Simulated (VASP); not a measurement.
# HfO2 (Fm-3m) in VASP: a series of runs

The runs below take HfO2 through single point, with PBE, HSE06.

All numbers are computed with VASP 6.6.1; they aren't measurements. Logs are shortened: lines on timing, memory, paths and dates and some standing lists are left out, and cuts for length are marked.

**1. The cell of the first run**

It takes space group Fm-3m (No. 225, cubic). Conventional cell: a = 5.058 Å, b = 5.058 Å, c = 5.058 Å, α = 90.00°, β = 90.00°, γ = 90.00°. Within 2.9 Å of Hf (site symmetry m-3m) lie 8 O at 2.19 Å. O (site symmetry -43m) has 4 Hf at 2.19 Å and 6 O at 2.53 Å within 2.9 Å.

**2. Single point, PBE**

Input file INCAR:

```
  PREC = Accurate
  ENCUT = 520
  EDIFF = 1E-6
  ISMEAR = 0
  SIGMA = 0.05
  LREAL = False
  LASPH = True
  NELM = 80
  ALGO = Normal
  ISIF = 2
  LWAVE = False
  LCHARG = True
  GGA = PE
  LELF = True
  LVHAR = True
  NBANDS = 18
```

Input file KPOINTS:

```
Automatic mesh
0
Gamma
  6 6 6
```

Input file POSCAR:

```
HfO2
1.0
    0.0000000000      2.5291823194      2.5291823194
    2.5291823194      0.0000000000      2.5291823194
    2.5291823194      2.5291823194      0.0000000000
Hf O
1 2
Direct
    0.0000000000      0.0000000000      0.0000000000
    0.2500000000      0.2500000000      0.2500000000
    0.7500000000      0.7500000000      0.7500000000
```

Potentials or basis: VASP PAW PBE potentials, release 64 (Hf_pv, O).

Started as:

```
$ cat potpaw_PBE.64/Hf_pv/POTCAR potpaw_PBE.64/O/POTCAR > POTCAR
$ mpirun -np 1 vasp_std > vasp.out
```

OUTCAR:

```text
PREC = Accurate
   ENCUT = 520
   EDIFF = 1E-6
   ISMEAR = 0
   LREAL = False
   LASPH = True
   NELM = 80
   ISIF = 2
   GGA = PE

 ion  position               nearest neighbor table
   1  0.000  0.000  0.000-   3 2.19   3 2.19   3 2.19   2 2.19   2 2.19   2 2.19   3 2.19   2 2.19

   2  0.250  0.250  0.250-   1 2.19   1 2.19   1 2.19   1 2.19
   3  0.750  0.750  0.750-   1 2.19   1 2.19   1 2.19   1 2.19

  LATTYP: Found a face centered cubic cell.
 ALAT       =     5.0583646388

  Lattice vectors:

 A1 = (   0.0000000000,   2.5291823194,   2.5291823194)
 A2 = (   2.5291823194,   0.0000000000,   2.5291823194)
 A3 = (   2.5291823194,   2.5291823194,   0.0000000000)

Analysis of symmetry for initial positions (statically):
=====================================================================
 Subroutine PRICEL returns:
 Original cell was already a primitive cell.

 Routine SETGRP: Setting up the symmetry group for a
 face centered cubic supercell.

 Subroutine GETGRP returns: Found 48 space group operations
 (whereof 48 operations were pure point group operations)
 out of a pool of 48 trial point group operations.

The static configuration has the point symmetry O_h .

Analysis of symmetry for dynamics (positions and initial velocities):
=====================================================================
 Subroutine PRICEL returns:
 Original cell was already a primitive cell.

 Routine SETGRP: Setting up the symmetry group for a
 face centered cubic supercell.

 Subroutine GETGRP returns: Found 48 space group operations
 (whereof 48 operations were pure point group operations)
 out of a pool of 48 trial point group operations.

The dynamic configuration has the point symmetry O_h .

 Subroutine INISYM returns: Found 48 space group operations
 (whereof 48 operations are pure point group operations),
 and found     1 'primitive' translations

----------------------------------------------------------------------------------------

                                     Primitive cell

  volume of cell :      32.3572

  direct lattice vectors                    reciprocal lattice vectors
     0.000000000  2.529182319  2.529182319    -0.197692351  0.197692351  0.197692351
     2.529182319  0.000000000  2.529182319     0.197692351 -0.197692351  0.197692351
     2.529182319  2.529182319  0.000000000     0.197692351  0.197692351 -0.197692351

  length of vectors
     3.576803938  3.576803938  3.576803938     0.342413197  0.342413197  0.342413197

  position of ions in fractional coordinates (direct lattice)
     0.000000000  0.000000000  0.000000000
     0.250000000  0.250000000  0.250000000
     0.750000000  0.750000000  0.750000000

  ion indices of the primitive-cell ions
   primitive index   ion index
                 1           1
                 2           2
                 3           3

----------------------------------------------------------------------------------------

 KPOINTS: Automatic mesh

Automatic generation of k-mesh.
 Grid dimensions read from file:
 generate k-points for:    6    6    6

 Generating k-lattice:

  Cartesian coordinates                     Fractional coordinates (reciprocal lattice)
    -0.032948725  0.032948725  0.032948725     0.166666667  0.000000000  0.000000000
     0.032948725 -0.032948725  0.032948725     0.000000000  0.166666667  0.000000000
     0.032948725  0.032948725 -0.032948725     0.000000000  0.000000000  0.166666667

  Length of vectors
     0.057068866  0.057068866  0.057068866

  Shift w.r.t. Gamma in fractional coordinates (k-lattice)
     0.000000000  0.000000000  0.000000000

 Subroutine IBZKPT returns following result:
 ===========================================

 Found     16 irreducible k-points:

 Following reciprocal coordinates:
            Coordinates               Weight
  0.000000  0.000000  0.000000      1.000000
  0.166667  0.000000  0.000000      8.000000
  0.333333  0.000000  0.000000      8.000000
  0.500000  0.000000  0.000000      4.000000
  0.166667  0.166667  0.000000      6.000000
  0.333333  0.166667  0.000000     24.000000
[... 8 lines left out ...]
 -0.333333  0.333333  0.166667     24.000000
 -0.333333  0.500000  0.166667     12.000000
   k-points           NKPTS =     16   k-points in BZ     NKDIM =     16   number of bands    NBANDS=     18
   number of dos      NEDOS =    301   number of ions     NIONS =      3
   total plane-waves  NPLWV =  21952
   dimension x,y,z NGX =    28 NGY =   28 NGZ =   28
   dimension x,y,z NGXF=    56 NGYF=   56 NGZF=   56
   ions per type =               1   2
   NGX,Y,Z   is equivalent  to a cutoff of  13.01, 13.01, 13.01 a.u.
   NGXF,Y,Z  is equivalent  to a cutoff of  26.03, 26.03, 26.03 a.u.
 SYSTEM =  unknown system
   PREC   = accura    normal or accurate (medium, high low for compatibility)
   ISTART =      0    job   : 0-new  1-cont  2-samecut
   ICHARG =      2    charge: 1-file 2-atom 10-const
   ISPIN  =      1    spin polarized calculation?
   LNONCOLLINEAR =      F non collinear calculations
   LSORBIT =      F    spin-orbit coupling
   LASPH  =      T    aspherical Exc in radial PAW
   ENCUT  =  520.0 eV  38.22 Ry    6.18 a.u.   6.65  6.65  6.65*2*pi/ulx,y,z
   NELM   =     80;   NELMIN=  2; NELMDL= -5     # of ELM steps
   EDIFF  = 0.1E-05   stopping-criterion for ELM
   LREAL  =      F    real-space projection
   EDIFFG = 0.1E-04   stopping-criterion for IOM
   NSW    =      0    number of steps for IOM
   IBRION =     -1    ionic relax: 0-MD 1-quasi-New 2-CG
   NFREE  =      0    steps in history (QN), initial steepest desc. (CG)
   ISIF   =      2    stress and relaxation
   ISYM   =      2    0-nonsym 1-usesym 2-fastsym
   POTIM  = 0.5000    time-step for ionic-motion
   TEBEG  =    0.0;   TEEND  =   0.0 temperature during run
   PSTRESS=    0.0 pullay stress
   NELECT =      22.0000    total number of electrons
   NUPDOWN=      -1.0000    fix difference up-down
   EMIN   =  10.00;   EMAX   =-10.00  energy-range for DOS
   EFERMI =   0.00;   METHOD = LEGACY
   ISMEAR =     0;   SIGMA  =   0.05  broadening in eV -4-tet -1-fermi 0-gaus
   EFERMI_NEDOS =   21; number of points for ismear=-14 and -15
   IALGO  =     38    algorithm
   IMIX   =      4    mixing-type and parameters
     AMIX     =   0.40;   BMIX     =  1.00
     AMIX_MAG =   1.60;   BMIX_MAG =  1.00
  volume/ion in A,a.u.               =      10.79        72.79
  Fermi-wavevector in a.u.,A,eV,Ry     =   1.439546  2.720348 28.195259  2.072293
  Thomas-Fermi vector in A             =   2.558390
   LORBIT       =      0    0 simple, 1 ext, 2 COOP (PROOUT), +10 PAW based schemes
   GGA     = PE    functional components
   LHFCALC =     F    Hartree Fock is set to
   AEXX    =    0.0000 exact exchange contribution
   IVDW    =     0    specifies the selected vdW correction
   LEPSILON=     F    determine dielectric tensor
   LRPA    =     F    only Hartree local field effects (RPA)
 non-spin polarized calculation
 Gauss-broadening in eV      SIGMA  =   0.05
  energy-cutoff  :      520.00
  volume of cell :       32.36
 maximum number of plane-waves:       893
 NGX is ok and might be reduce to    28
   NGX = 13   NGY = 13   NGZ = 13

 number of electron      21.9999992 magnetization

 Free energy of the ion-electron system (eV)
  ---------------------------------------------------
  ext. energy  EPLUGINS =         0.00000000
  ---------------------------------------------------
  free energy    TOTEN  =       -30.24599599 eV

  energy without entropy =      -30.24599599  energy(sigma->0) =      -30.24599599

 E-fermi :   4.5448     XC(G=0): -11.8756

 val. band max:        4.3382677377   @ k =   0.5000   0.5000   0.0000
 cond. band min:       8.1585699576   @ k =   0.5000   0.5000   0.0000
 fundamental gap:      3.8203022199
 Fermi energy:         4.5448253353

 k-point     1 :       0.0000    0.0000    0.0000
  band No.  band energies     occupation
      1     -25.3170      2.00000
      2     -25.3170      2.00000
      3     -25.3170      2.00000
      4     -14.4373      2.00000
      5     -11.3695      2.00000
      6      -1.0466      2.00000
[... 10 lines left out ...]
     17      14.8479      0.00000
     18      17.8699      0.00000

 k-point     2 :       0.1667    0.0000    0.0000
  band No.  band energies     occupation
      1     -25.4352      2.00000
      2     -25.3299      2.00000
      3     -25.3299      2.00000
      4     -14.0764      2.00000
      5     -11.6541      2.00000
      6      -0.7860      2.00000
[... 10 lines left out ...]
     17      14.4146      0.00000
     18      17.7199      0.00000

 k-point     3 :       0.3333    0.0000    0.0000
  band No.  band energies     occupation
      1     -25.6579      2.00000
      2     -25.3555      2.00000
      3     -25.3555      2.00000
      4     -13.4090      2.00000
      5     -12.0478      2.00000
      6      -0.2543      2.00000
[... 10 lines left out ...]
     17      13.9808      0.00000
     18      16.6082      0.00000

 k-point     4 :       0.5000    0.0000    0.0000
  band No.  band energies     occupation
      1     -25.7632      2.00000
      2     -25.3682      2.00000
      3     -25.3682      2.00000
      4     -13.1931      2.00000
      5     -12.0688      2.00000
      6      -0.0033      2.00000
[... 10 lines left out ...]
     17      13.7941      0.00000
     18      16.9916      0.00000

 k-point     5 :       0.1667    0.1667    0.0000
  band No.  band energies     occupation
      1     -25.4447      2.00000
      2     -25.3489      2.00000
      3     -25.3489      2.00000
      4     -13.9432      2.00000
      5     -11.7527      2.00000
      6      -0.7406      2.00000
[... 10 lines left out ...]
     17      14.2444      0.00000
     18      17.7111      0.00000

 k-point     6 :       0.3333    0.1667    0.0000
  band No.  band energies     occupation
      1     -25.6060      2.00000
      2     -25.3883      2.00000
      3     -25.3776      2.00000
      4     -13.3244      2.00000
      5     -12.1292      2.00000
      6      -0.3439      2.00000
[... 10 lines left out ...]
     17      14.1927      0.00000
     18      17.4794      0.00000

 k-point     7 :       0.5000    0.1667    0.0000
  band No.  band energies     occupation
      1     -25.7202      2.00000
      2     -25.4417      2.00000
      3     -25.3873      2.00000
      4     -12.9683      2.00000
      5     -12.2080      2.00000
      6      -0.4360      2.00000
[... 10 lines left out ...]
     17      14.8375      0.00000
     18      17.2719      0.00000

 k-point     8 :      -0.3333    0.1667    0.0000
  band No.  band energies     occupation
      1     -25.6836      2.00000
      2     -25.4539      2.00000
      3     -25.3684      2.00000
      4     -13.0366      2.00000
      5     -12.2149      2.00000
      6      -0.5234      2.00000
[... 10 lines left out ...]
     17      14.9341      0.00000
     18      17.1453      0.00000

 k-point     9 :      -0.1667    0.1667    0.0000
  band No.  band energies     occupation
      1     -25.5462      2.00000
      2     -25.3954      2.00000
      3     -25.3397      2.00000
      4     -13.5843      2.00000
      5     -11.9786      2.00000
      6      -0.6746      2.00000
[... 10 lines left out ...]
     17      14.2010      0.00000
     18      17.5091      0.00000

 k-point    10 :       0.3333    0.3333    0.0000
  band No.  band energies     occupation
      1     -25.6801      2.00000
      2     -25.4123      2.00000
      3     -25.4123      2.00000
      4     -12.8584      2.00000
      5     -12.3959      2.00000
      6      -1.0084      2.00000
[... 10 lines left out ...]
     17      14.0109      0.00000
     18      17.8346      0.00000

 k-point    11 :       0.5000    0.3333    0.0000
  band No.  band energies     occupation
      1     -25.7291      2.00000
      2     -25.4834      2.00000
      3     -25.4250      2.00000
      4     -12.5978      2.00000
      5     -12.4041      2.00000
      6      -1.5806      2.00000
[... 10 lines left out ...]
     17      16.1683      0.00000
     18      17.8352      0.00000

 k-point    12 :      -0.3333    0.3333    0.0000
  band No.  band energies     occupation
      1     -25.6340      2.00000
      2     -25.6042      2.00000
      3     -25.4032      2.00000
      4     -12.6437      2.00000
      5     -12.3530      2.00000
      6      -1.1032      2.00000
[... 10 lines left out ...]
     17      16.3889      0.00000
     18      17.7648      0.00000

 k-point    13 :       0.5000    0.5000    0.0000
  band No.  band energies     occupation
      1     -25.7891      2.00000
      2     -25.4438      2.00000
      3     -25.4438      2.00000
      4     -12.6742      2.00000
      5     -12.2366      2.00000
      6      -2.1742      2.00000
[... 10 lines left out ...]
     17      17.6583      0.00000
     18      17.8199      0.00000

 k-point    14 :       0.5000    0.3333    0.1667
  band No.  band energies     occupation
      1     -25.6660      2.00000
      2     -25.4874      2.00000
      3     -25.3984      2.00000
      4     -12.7916      2.00000
      5     -12.3800      2.00000
      6      -0.6646      2.00000
[... 10 lines left out ...]
     17      15.3350      0.00000
     18      17.7597      0.00000

 k-point    15 :      -0.3333    0.3333    0.1667
  band No.  band energies     occupation
      1     -25.6656      2.00000
      2     -25.5589      2.00000
      3     -25.4169      2.00000
      4     -12.6403      2.00000
      5     -12.3569      2.00000
      6      -0.6538      2.00000
[... 10 lines left out ...]
     17      16.2117      0.00000
     18      17.7395      0.00000

 k-point    16 :      -0.3333    0.5000    0.1667
  band No.  band energies     occupation
      1     -25.7055      2.00000
      2     -25.5329      2.00000
      3     -25.4454      2.00000
      4     -12.5605      2.00000
      5     -12.3421      2.00000
      6      -1.5640      2.00000
[... 10 lines left out ...]
     17      17.4872      0.00000
     18      17.8376      0.00000

------------------------ aborting loop because EDIFF is reached ----------------------------------------

  FORCE on cell =-STRESS in cart. coord.  units (eV):
  Direction    XX          YY          ZZ          XY          YZ          ZX
  --------------------------------------------------------------------------------------
  -------------------------------------------------------------------------------------
  Total        0.4325592      0.4325592      0.4325592      0.0000000      0.0000000      0.0000000
  in kB       21.4183382     21.4183382     21.4183382      0.0000000      0.0000000      0.0000000
  external PRESSURE =      21.4183382 kB  Pullay stress =       0.0000000 kB

 VOLUME and BASIS-vectors are now :
 -----------------------------------------------------------------------------
  energy-cutoff  :      520.00
  volume of cell :       32.36
      direct lattice vectors                 reciprocal lattice vectors
     0.000000000  2.529182319  2.529182319    -0.197692351  0.197692351  0.197692351
     2.529182319  0.000000000  2.529182319     0.197692351 -0.197692351  0.197692351
     2.529182319  2.529182319  0.000000000     0.197692351  0.197692351 -0.197692351

 POSITION                                       TOTAL-FORCE (eV/Angst)
 -----------------------------------------------------------------------------------
      0.00000      0.00000      0.00000         0.000000     -0.000000     -0.000000
      1.26459      1.26459      1.26459         0.000000      0.000000      0.000000
      3.79377      3.79377      3.79377        -0.000000     -0.000000     -0.000000
 -----------------------------------------------------------------------------------
    total drift:                                0.000000      0.000000      0.000000

  FREE ENERGIE OF THE ION-ELECTRON SYSTEM (eV)
  ---------------------------------------------------
  free  energy   TOTEN  =       -30.2459959917 eV

  energy  without entropy=      -30.2459959917  energy(sigma->0) =      -30.24599599
```

It took 22 s on 1 thread of Intel Xeon 8259CL, shared host; peak memory 0.16 GiB.

Results:

* Free energy: -30.2460 eV
* Pressure: 2.1 GPa
* Band gap on the k mesh: 3.82 eV

Caveat: spin-orbit coupling is left out, which moves the levels of the heavy elements.

(Part 1 of 2 ends here.)
